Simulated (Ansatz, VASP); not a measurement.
**One calculation of YTlO2, two programs**

```xyz
4
Lattice="1.7562 1.0140 6.5006 -1.7562 1.0140 6.5006 0.0000 -2.0279 6.5006" Properties=species:S:1:pos:R:3 pbc="T T T"
Y     0.0000    0.0000    9.7508
Tl    0.0000    0.0000    0.0000
O     0.0000    0.0000   15.1271
O     0.0000    0.0000    4.3746
```

Alike in both runs: task single point; functional LDA; k mesh 9 × 9 × 9; occupations gaussian, width 0.05 eV; no spin polarisation.

|  | VASP | Ansatz |
| --- | --- | --- |
| version | VASP 6.6.1 | Ansatz 0.2.0 |
| potentials or method | VASP PAW LDA potentials, release 64 (Y_sv, Tl_d, O), cutoff 520 eV | scalar-relativistic, plane waves, PAW |
| valence electrons in the cell | 36 | 36 |

VASP gave:

| Property | Result |
| --- | --- |
| gap on the k mesh at the Fermi level (eV) | 1.62 |
| least direct gap on the mesh (eV) | 1.93 |
| pressure (GPa) | -8.1 |
| traceless stress, the component that is largest in VASP (GPa) | 0.57 |
| rms of the force components (eV/Å) | 0.146 |

Which values does Ansatz return?

gap on the k mesh at the Fermi level (eV): 1.63; least direct gap on the mesh (eV): 1.94; pressure (GPa): -8.3; traceless stress, the component that is largest in VASP (GPa): 0.59; rms of the force components (eV/Å): 0.151.

LDA's correlation is that of Perdew and Zunger in VASP and of Perdew and Wang (1992) in Ansatz. Atom by atom the forces differ by 0.005 eV/Å (rms over components).

Neither program's run includes spin-orbit coupling.
